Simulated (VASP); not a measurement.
# SiO2 (Fddd) in VASP: a series of runs, part 2 of 2

VASP 6.6.1. Earlier steps stand in the parts before.

## (3) Single point, LDA

This run uses another cell than the first one, of 13.66 Å³/atom.

The input, INCAR:

```
SYSTEM = SiO2
PREC     = Accurate       ! precision mode
ENCUT    = 520            ! plane-wave cutoff, eV
EDIFF    = 1E-6           ! SCF threshold, eV
ISMEAR   = -1             ! smearing method
SIGMA    = 0.05           ! smearing width, eV
LREAL    = .False.        ! projectors in reciprocal space
LASPH    = .True.         ! aspherical terms in the spheres
NELM     = 80             ! most SCF steps
ALGO     = Normal         ! electronic algorithm
ISIF     = 2              ! what is computed and relaxed
LWAVE    = .False.        ! write WAVECAR
LCHARG   = .False.        ! write CHGCAR
NBANDS   = 44             ! bands
```

The input, KPOINTS:

```
Automatic mesh
0
Gamma
  7 7 7
  0 0 0
```

The input, POSCAR:

```
SiO2
1.0
    0.0000000000      4.7162571100      7.3627753715
    2.3595806657      0.0000000000      7.3627753715
    2.3595806657      4.7162571100      0.0000000000
Si O
4 8
Direct
    0.9367689200      0.9367689200      0.5632310800
    0.6867689200      0.6867689200      0.3132310800
    0.3132310800      0.3132310800      0.6867689200
    0.5632310800      0.5632310800      0.9367689200
    0.0634396000      0.4365604000      0.0634396000
    0.4365604000      0.0634396000      0.4365604000
    0.8134396000      0.1865604000      0.8134396000
    0.1865604000      0.8134396000      0.1865604000
    0.1250000000      0.6250000000      0.6250000000
    0.6250000000      0.6250000000      0.6250000000
    0.6250000000      0.6250000000      0.1250000000
    0.6250000000      0.1250000000      0.6250000000
```

Potentials or basis: VASP PAW LDA potentials, release 64 (Si, O).

Started as:

```sh
cat potpaw_LDA.64/Si/POTCAR potpaw_LDA.64/O/POTCAR > POTCAR
mpirun -np 1 vasp_std > vasp.out
```

OUTCAR:

```text
SYSTEM = SiO2
   PREC = Accurate
   ENCUT = 520
   EDIFF = 1E-6
   ISMEAR = -1
   LREAL = .False.
   LASPH = .True.
   NELM = 80
   ISIF = 2

 ion  position               nearest neighbor table
   1  0.937  0.937  0.563-   9 1.60  12 1.60   7 1.62   8 1.62   4 3.01   4 3.01
   2  0.687  0.687  0.313-  10 1.60  11 1.60   5 1.62   6 1.62   3 3.01   3 3.01
   3  0.313  0.313  0.687-   9 1.60  12 1.60   5 1.62   6 1.62   2 3.01   2 3.01
   4  0.563  0.563  0.937-  10 1.60  11 1.60   7 1.62   8 1.62   1 3.01   1 3.01
   5  0.063  0.437  0.063-   3 1.62   2 1.62
   6  0.437  0.063  0.437-   3 1.62   2 1.62
   7  0.813  0.187  0.813-   1 1.62   4 1.62
   8  0.187  0.813  0.187-   1 1.62   4 1.62
   9  0.125  0.625  0.625-   1 1.60   3 1.60
  10  0.625  0.625  0.625-   2 1.60   4 1.60
  11  0.625  0.625  0.125-   2 1.60   4 1.60
  12  0.625  0.125  0.625-   1 1.60   3 1.60

  LATTYP: Found a face centered orthorhombic cell.
 ALAT       =     4.7191613314
 B/A-ratio  =     1.9987691790
 C/A-ratio  =     3.1203745134

  Lattice vectors:

 A1 = (   0.0000000000,   4.7162571100,   7.3627753715)
 A2 = (   2.3595806657,   0.0000000000,   7.3627753715)
 A3 = (   2.3595806657,   4.7162571100,   0.0000000000)

Analysis of symmetry for initial positions (statically):
=====================================================================
 Subroutine PRICEL returns:
 Original cell was already a primitive cell.

 Routine SETGRP: Setting up the symmetry group for a
 face centered orthorhombic supercell.

 Subroutine GETGRP returns: Found  8 space group operations
 (whereof  4 operations were pure point group operations)
 out of a pool of  8 trial point group operations.

The static configuration has the point symmetry D_2 .
 The point group associated with its full space group is D_2h.

Analysis of symmetry for dynamics (positions and initial velocities):
=====================================================================
 Subroutine PRICEL returns:
 Original cell was already a primitive cell.

 Routine SETGRP: Setting up the symmetry group for a
[... 159 lines left out ...]
  energy-cutoff  :      520.00
  volume of cell :      163.87
 maximum number of plane-waves:      4437
 NGX is ok and might be reduce to    70
   NGX = 33   NGY = 29   NGZ = 19

 number of electron      64.0000007 magnetization

 Free energy of the ion-electron system (eV)
  ---------------------------------------------------
  ext. energy  EPLUGINS =         0.00000000
  ---------------------------------------------------
  free energy    TOTEN  =      -103.69106412 eV

  energy without entropy =     -103.69106412  energy(sigma->0) =     -103.69106412

 E-fermi :   1.3218     XC(G=0):  -9.2998

 val. band max:        0.2299519284   @ k =   0.0000   0.0000   0.0000
 cond. band min:       5.7619252423   @ k =   0.0000   0.0000   0.0000
 fundamental gap:      5.5319733139
 Fermi energy:         1.3218199495

 k-point     1 :       0.0000    0.0000    0.0000
  band No.  band energies     occupation
      1     -18.9614      2.00000
      2     -18.0059      2.00000
      3     -17.9974      2.00000
      4     -16.8817      2.00000
      5     -16.8339      2.00000
      6     -16.7315      2.00000
[... 1117 lines left out ...]
     43      11.7201      0.00000
     44      12.1852      0.00000

 [... further k-points ...]

------------------------ aborting loop because EDIFF is reached ----------------------------------------

  FORCE on cell =-STRESS in cart. coord.  units (eV):
  Direction    XX          YY          ZZ          XY          YZ          ZX
  --------------------------------------------------------------------------------------
  -------------------------------------------------------------------------------------
  Total       -1.3024387     -1.0917389     -1.1041269      0.0000000      0.0000000      0.0000000
  in kB      -12.7339759    -10.6739590    -10.7950766      0.0000000      0.0000000      0.0000000
  external PRESSURE =     -11.4010038 kB  Pullay stress =       0.0000000 kB

 VOLUME and BASIS-vectors are now :
 -----------------------------------------------------------------------------
  energy-cutoff  :      520.00
  volume of cell :      163.87
      direct lattice vectors                 reciprocal lattice vectors
     0.000000000  4.716257110  7.362775371    -0.211902058  0.106016273  0.067909175
     2.359580666  0.000000000  7.362775371     0.211902058 -0.106016273  0.067909175
     2.359580666  4.716257110  0.000000000     0.211902058  0.106016273 -0.067909175

 POSITION                                       TOTAL-FORCE (eV/Angst)
 -----------------------------------------------------------------------------------
      3.53937      7.07439     13.79444        -0.000000     -0.000000      0.038016
      2.35958      4.71626     10.11305         0.000000      0.000000      0.038016
      2.35958      4.71626      4.61250         0.000000      0.000000     -0.038016
      3.53937      7.07439      8.29389        -0.000000     -0.000000     -0.038016
      1.17979      0.59839      3.68139        -0.000000     -0.037270      0.000000
      1.17979      4.11786      3.68139        -0.000000      0.037270      0.000000
      2.35958      7.67278      7.36278        -0.000000     -0.037270      0.000000
      2.35958      1.75973      7.36278        -0.000000      0.037270      0.000000
      2.94948      3.53719      5.52208         0.000000      0.000000      0.000000
      2.94948      5.89532      9.20347         0.000000     -0.000000      0.000000
      1.76969      3.53719      9.20347        -0.000000     -0.000000      0.000000
      1.76969      5.89532      5.52208        -0.000000     -0.000000      0.000000
 -----------------------------------------------------------------------------------
    total drift:                               -0.000000     -0.000000     -0.000000

  FREE ENERGIE OF THE ION-ELECTRON SYSTEM (eV)
  ---------------------------------------------------
  free  energy   TOTEN  =      -103.6910641187 eV

  energy  without entropy=     -103.6910641187  energy(sigma->0) =     -103.69106412
```

OSZICAR:

```text
N       E                     dE             d eps       ncg     rms          rms(c)
DAV:   1     0.376714682124E+03    0.37671E+03   -0.33273E+04  5664   0.134E+03
DAV:   2    -0.889547727940E+02   -0.46567E+03   -0.45110E+03  7100   0.310E+02
DAV:   3    -0.116908727145E+03   -0.27954E+02   -0.27827E+02  7056   0.806E+01
DAV:   4    -0.117258942207E+03   -0.35022E+00   -0.34960E+00  7000   0.999E+00
DAV:   5    -0.117264942298E+03   -0.60001E-02   -0.59959E-02  6876   0.128E+00    0.302E+01
DAV:   6    -0.104036242136E+03    0.13229E+02   -0.50870E+01  6576   0.327E+01    0.150E+01
DAV:   7    -0.103827668429E+03    0.20857E+00   -0.14351E+00  6520   0.507E+00    0.517E+00
DAV:   8    -0.103711340157E+03    0.11633E+00   -0.72694E-02  6936   0.164E+00    0.202E+00
DAV:   9    -0.103690338943E+03    0.21001E-01   -0.28428E-02  6936   0.104E+00    0.310E-01
DAV:  10    -0.103691104209E+03   -0.76527E-03   -0.29684E-03  6756   0.267E-01    0.116E-01
DAV:  11    -0.103691058775E+03    0.45433E-04   -0.61394E-04  6648   0.130E-01    0.149E-02
DAV:  12    -0.103691064081E+03   -0.53051E-05   -0.29004E-05  6592   0.270E-02    0.103E-02
DAV:  13    -0.103691064119E+03   -0.38198E-07   -0.76699E-06  6928   0.131E-02
   1 F= -.10369106E+03 E0= -.10369106E+03  d E =-.550984E-10
```

stdout:

```text
POSCAR found type information on POSCAR SiO
 POSCAR found :  2 types and      12 ions
 scaLAPACK will be used
 LDA part: xc-table for (Slater(with rela. corr.)+CA(PZ))
 , standard interpolation
 POSCAR, INCAR and KPOINTS ok, starting setup
 FFT: planning ... GRIDC
 FFT: planning ... GRID_SOFT
 FFT: planning ... GRID
 WAVECAR not read
 entering main loop
```

It took 6.3 min on 1 thread of Intel Xeon 6975P-C (Granite Rapids), shared host; peak memory 0.52 GiB.

Results:

```yaml
Free_energy: -103.6911 eV
Pressure: -1.1 GPa
Largest_force: 0.038 eV/Å
Band_gap_on_the_k_mesh: 5.53 eV
```

Forces in eV/Å, atoms in the order of the input:
```
Si   0.000  0.000  0.038
Si   0.000  0.000  0.038
Si   0.000  0.000 -0.038
Si   0.000  0.000 -0.038
O    0.000 -0.037  0.000
O    0.000  0.037  0.000
O    0.000 -0.037  0.000
O    0.000  0.037  0.000
O    0.000  0.000  0.000
O    0.000  0.000  0.000
O    0.000  0.000  0.000
O    0.000  0.000  0.000
```

Caveat: an odd mesh through Γ misses points on the zone boundary, where band edges can lie.
